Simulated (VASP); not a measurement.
# Al3BN2 (I-4m2) in VASP: a series of runs, part 2 of 2

VASP 6.6.1. Earlier steps stand in the parts before.

## Step 5: Relaxation of cell and atoms, PBE

File INCAR:

```
  PREC = Accurate
  ENCUT = 600
  EDIFF = 1E-7
  ISMEAR = 0
  SIGMA = 0.1
  LREAL = F
  LASPH = T
  NELM = 120
  ALGO = Normal
  ISIF = 3
  LWAVE = F
  LCHARG = F
  GGA = PE
  IBRION = 2
  NSW = 100
  EDIFFG = -0.01
  GGA_COMPAT = F
  NELMIN = 4
```

File KPOINTS:

```
regular mesh
0
Gamma
  14 14 14
```

File POSCAR:

```
Al3BN2
1.0
   -1.5211052690      1.5211052690      7.6918231615
    1.5211052690     -1.5211052690      7.6918231615
    1.5211052690      1.5211052690     -7.6918231615
Al B N
3 1 2
Direct
    0.7500000000      0.2500000000      0.5000000000
    0.1029064990      0.6029064990      0.5000000000
    0.3970935010      0.8970935010      0.5000000000
    0.0000000000      0.0000000000      0.0000000000
    0.6770105774      0.6770105774      0.0000000000
    0.3229894226      0.3229894226      0.0000000000
```

Potentials or basis: VASP PAW PBE potentials, release 64 (Al, B, N).

Started as:

```console
> cat potpaw_PBE.64/Al/POTCAR potpaw_PBE.64/B/POTCAR potpaw_PBE.64/N/POTCAR > POTCAR
> mpirun -np 1 vasp_std > vasp.out
```

OUTCAR:

```text
PREC = Accurate
   ENCUT = 600
   EDIFF = 1E-7
   ISMEAR = 0
   LREAL = F
   LASPH = T
   NELM = 120
   ISIF = 3
   GGA = PE
   IBRION = 2
   NSW = 100
   EDIFFG = -0.01
   NELMIN = 4

 ion  position               nearest neighbor table
   1  0.750  0.250  0.500-   6 1.89   5 1.89   6 1.89   5 1.89   2 3.12   3 3.12   3 3.12   3 3.12
                             2 3.12   3 3.12   2 3.12   2 3.12
   2  0.103  0.603  0.500-   5 1.90   5 1.90   4 2.20   4 2.20   1 3.12   1 3.12   1 3.12   1 3.12

   3  0.397  0.897  0.500-   6 1.90   6 1.90   4 2.20   4 2.20   1 3.12   1 3.12   1 3.12   1 3.12

   4  0.000  0.000  0.000-   2 2.20   3 2.20   2 2.20   3 2.20
   5  0.677  0.677  0.000-   1 1.89   1 1.89   2 1.90   2 1.90
   6  0.323  0.323  0.000-   1 1.89   1 1.89   3 1.90   3 1.90

  LATTYP: Found a body centered tetragonal cell.
 ALAT       =     3.0422105380
 C/A-ratio  =     5.0567329680

  Lattice vectors:

 A1 = (  -1.5211052690,   1.5211052690,   7.6918231615)
 A2 = (   1.5211052690,  -1.5211052690,   7.6918231615)
 A3 = (   1.5211052690,   1.5211052690,  -7.6918231615)

Analysis of symmetry for initial positions (statically):
=====================================================================
 Subroutine PRICEL returns:
[... 189 lines left out ...]
  in kB       -2.8169704     -2.8169704     -1.0562721      0.0000000      0.0000000      0.0000000
  external PRESSURE =      -2.2300710 kB  Pullay stress =       0.0000000 kB
[... 67 lines left out ...]
--------------------------------------- Ionic step        3  -------------------------------------------

 number of electron      22.0000000 magnetization

 Free energy of the ion-electron system (eV)
  ---------------------------------------------------
  ext. energy  EPLUGINS =         0.00000000
  ---------------------------------------------------
  free energy    TOTEN  =       -38.57000372 eV

  energy without entropy =      -38.56409843  energy(sigma->0) =      -38.56705107

 E-fermi :   6.3747     XC(G=0): -10.4594

 val. band max:        6.3738613176   @ k =   0.5000   0.2143   0.0714
 cond. band min:       6.3876875723   @ k =  -0.2143  -0.4286   0.2143
 fundamental gap:      0.0138262547
 Fermi energy:         6.3747115113

 k-point     1 :       0.0000    0.0000    0.0000
  band No.  band energies     occupation
      1      -9.8488      2.00000
      2      -8.5946      2.00000
      3      -2.9320      2.00000
      4       0.8208      2.00000
      5       1.1303      2.00000
      6       3.4811      2.00000
      7       3.4811      2.00000
      8       4.2518      2.00000
      9       4.2518      2.00000
     10       5.1919      2.00000
     11       8.2920      0.00000
     12       8.9858      0.00000
     13       9.0836      0.00000
     14       9.0836      0.00000
[... 401 lines left out ...]
      2      -8.1490      2.00000
      3      -1.6485      2.00000
      4       0.2733      2.00000
      5       0.6822      2.00000
      6       2.0295      2.00000
      7       2.7929      2.00000
      8       3.4439      2.00000
      9       3.6316      2.00000
     10       4.7737      2.00000
     11       5.4983      2.00000
     12       8.1255      0.00000
     13      10.6251      0.00000
     14      11.4448      0.00000
     15      12.0533      0.00000

 [... further k-points ...]
[... 5 lines left out ...]
  --------------------------------------------------------------------------------------
  -------------------------------------------------------------------------------------
  Total       -0.0244466     -0.0244466      0.0436965      0.0000000     -0.0000000      0.0000000
  in kB       -0.5509653     -0.5509653      0.9848101      0.0000000     -0.0000000      0.0000000
  external PRESSURE =      -0.0390401 kB  Pullay stress =       0.0000000 kB
[... 21 lines left out ...]
  FREE ENERGIE OF THE ION-ELECTRON SYSTEM (eV)
  ---------------------------------------------------
  free  energy   TOTEN  =       -38.5700037157 eV

  energy  without entropy=      -38.5640984320  energy(sigma->0) =      -38.56705107

 reached required accuracy - stopping structural energy minimisation
```

CONTCAR:

```text
Al3BN2
   1.00000000000000
    -1.5202157149960760    1.5202157149960760    7.6901364691836998
     1.5202157149960760   -1.5202157149960760    7.6901364691836998
     1.5202157149960760    1.5202157149960760   -7.6901364691836998
  Al              B               N
     3     1     2
Direct
     0.7500000000000000    0.2500000000000000    0.5000000000000000
     0.1029673784725583    0.6029673784725582    0.5000000000000000
     0.3970326215274417    0.8970326215274418    0.5000000000000000
     0.0000000000000000    0.0000000000000000    0.0000000000000000
     0.6769493300359473    0.6769493300359473    0.0000000000000000
     0.3230506699640527    0.3230506699640527    0.0000000000000000

  0.00000000E+00  0.00000000E+00  0.00000000E+00
  0.00000000E+00  0.00000000E+00  0.00000000E+00
  0.00000000E+00  0.00000000E+00  0.00000000E+00
  0.00000000E+00  0.00000000E+00  0.00000000E+00
  0.00000000E+00  0.00000000E+00  0.00000000E+00
  0.00000000E+00  0.00000000E+00  0.00000000E+00
```

Run time: 47 min. Hardware: 1 thread of Intel Xeon Platinum 8488C (Sapphire Rapids), shared host; peak memory 0.79 GiB.

What came out:

```yaml
Free_energy: -38.5700 eV
Relaxed_volume: 11.85 Å³/atom
Relaxed_cell: a = 7.985 Å, b = 7.985 Å, c = 7.985 Å, α = 158.05°, β = 158.05°, γ = 31.24°
Space_group_after_relaxing_to_0.1_Å: I-4m2 (No. 119)
Energy_gained_by_relaxing: 0.0 meV/atom
Ionic_steps: 3
Pressure_after_relaxing: 0.0 GPa
Largest_force_after_relaxing: 0.009 eV/Å
Band_gap_on_the_k_mesh: zero (bands 11 and 12 overlap by 3.81 eV)
```

Forces on the atoms (eV/Å):
```
Al   0.000  0.000  0.000
Al   0.000  0.000 -0.009
Al   0.000  0.000  0.009
B    0.000  0.000  0.000
N    0.000  0.000  0.003
N    0.000  0.000 -0.003
```

Stress tensor (GPa, compression positive):
```
-0.06  0.00  0.00
 0.00 -0.06  0.00
 0.00  0.00  0.10
```

The path:
| step | energy change (eV) | largest force (eV/Å) | pressure (GPa) | volume (Å³) |
| --- | --- | --- | --- | --- |
| 1 | 0.0000 | 0.0336 | -0.22 | 71.19 |
| 2 | -0.0001 | 0.0391 | 0.16 | 71.02 |
| 3 | -0.0001 | 0.0087 | 0.00 | 71.09 |

Final structure:
```
CELL_PARAMETERS angstrom
-1.52022 1.52022 7.69014
1.52022 -1.52022 7.69014
1.52022 1.52022 -7.69014
ATOMIC_POSITIONS crystal
Al 0.75000 0.25000 0.50000
Al 0.10297 0.60297 0.50000
Al 0.39703 0.89703 0.50000
B 0.00000 0.00000 0.00000
N 0.67695 0.67695 0.00000
N 0.32305 0.32305 0.00000
```

Levels at points of the mesh, in eV from the Fermi level:
```tsv
k point	band 7	band 8	band 9	band 10	band 11	band 12	band 13	band 14	band 15
(0.00, 0.00, 0.00)	-2.89	-2.12	-2.12	-1.18	1.92	2.61	2.71	2.71	7.16
(0.50, 0.00, 0.00)	-3.81	-2.65	-2.02	-1.99	-1.53	3.65	3.77	5.12	6.65
(0.50, 0.50, 0.00)	-4.48	-3.96	-3.94	-2.01	-1.81	-1.62	1.80	3.26	3.53
(0.50, 0.50, 0.50)	-2.90	-2.72	-2.10	-2.10	2.09	2.68	2.68	3.65	6.81
```

## Step 6: The runs side by side

| task | cell | cutoff (eV) | gap on the mesh (eV) | pressure (GPa) | largest force (eV/Å) |
| --- | --- | --- | --- | --- | --- |
| single point | a = 7.993 Å, angles 158.1, 158.1, 31.2°, 6 atoms, atomic positions A | 520 | none | -0.2 | 0.01 |
| single point | a = 8.041 Å, angles 157.9, 157.9, 31.4°, 6 atoms, atomic positions B | 520 | none | -4.2 | 0.01 |
| relaxation of cell and atoms | relaxed from a = 7.987 Å, angles 158.0, 158.0, 31.2°, 6 atoms, atomic positions C | 600 | none | 0.0 | 0.01 |

Alike in all rows: level PBE; potentials or basis VASP PAW PBE potentials, release 64 (Al, B, N); no spin polarisation; k mesh 14 × 14 × 14; smearing gaussian 0.1 eV.

Caveats: the cell stands under tension (at least some runs).

Absolute energies hang on the potentials; compare differences alone.
